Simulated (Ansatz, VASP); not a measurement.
## CdSe in VASP and in Ansatz

```xyz
2
Lattice="0.0000 3.1239 3.1239 3.1239 0.0000 3.1239 2.9631 2.9631 0.1608" Properties=species:S:1:pos:R:3 pbc="T T T"
Cd    0.0000    0.0000    0.0000
Se    4.5652    4.5652    4.8064
```

Alike in both runs: task single point; functional PBEsol; k mesh 10 × 10 × 10; occupations gaussian, width 0.05 eV; no spin polarisation.

```csv
,VASP,Ansatz
version,VASP 6.6.1,Ansatz 0.2.0
potentials or method,"VASP PAW PBE potentials, release 64 (Cd, Se), cutoff 520 eV","scalar-relativistic, plane waves, PAW"
valence electrons in the cell,18,36
```

Ansatz gave:

* gap on the k mesh at the Fermi level (eV): 0.51
* least direct gap on the mesh (eV): 0.51
* pressure (GPa): 0.6
* traceless stress, the component that is largest in VASP (GPa): 2.77
* rms of the force components (eV/Å): 0.440

Which values does VASP return?

gap on the k mesh at the Fermi level (eV): 0.51; least direct gap on the mesh (eV): 0.51; pressure (GPa): 1.0; traceless stress, the component that is largest in VASP (GPa): 2.85; rms of the force components (eV/Å): 0.458.

VASP's potentials were made for PBE, not for PBEsol. Atom by atom the forces differ by 0.018 eV/Å (rms over components). The functional is the same, so the differences come from potentials, cutoffs and numerics. VASP's potentials hold 18 valence electrons a cell and Ansatz's 36, so a difference there can come from the potentials and not from the codes.
